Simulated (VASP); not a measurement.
Wanted: the native input for a VASP 6.6.1 run.

- Task: single point
- Functional: PBEsol
- Potentials or basis: VASP PAW PBE potentials, release 64 (Zr_sv)
- Cutoff: 520 eV
- k mesh: 14 × 14 × 14
- Occupations: fermi-dirac, width 0.1 eV
- Spin: no spin polarisation
- Dipole correction: no
- Further INCAR settings: ALGO = Normal; EDIFF = 1e-07; NBANDS = 12

The structure of Zr lies in POSCAR:

```
Zr
1.0
    0.0000000000      2.1707712909      2.1707712909
    2.1707712909      0.0000000000      2.1707712909
    2.1707712909      2.1707712909      0.0000000000
Zr
1
Direct
    0.0000000000      0.0000000000      0.0000000000
```

This cell differs from its parent crystal: volume scaled by 0.92.

One way to write it, as run:

INCAR

```
SYSTEM = Zr
  ALGO = Normal
  EDIFF = 1E-7
  ENCUT = 520
  GGA = PS
  ISIF = 2
  ISMEAR = -1
  LASPH = .True.
  LCHARG = .False.
  LREAL = .False.
  LWAVE = .False.
  NBANDS = 12
  NELM = 80
  PREC = Accurate
  SIGMA = 0.1
```

KPOINTS

```
k-points
0
Gamma
  14 14 14
  0 0 0
```

Potentials or basis: VASP PAW PBE potentials, release 64 (Zr_sv).

Run with:

```bash
$ cat potpaw_PBE.64/Zr_sv/POTCAR > POTCAR
$ mpirun -np 1 vasp_std > vasp.out
```

Results of the run:

| Property | Result |
| --- | --- |
| Pressure | 9.5 GPa |
| Band gap on the k mesh | zero (band 6 reaches 11.26 eV, above the bottom of band 7 at 9.55 eV) |

Caveat: the PAW data sets were made with another functional, which shifts forces and pressure a little.

Wall time 19 s on 1 thread of Intel(R) Xeon(R) Platinum 8259CL CPU @ 2.50GHz (Skylake/Cascade Lake), on a shared host, peak memory 0.15 GiB.
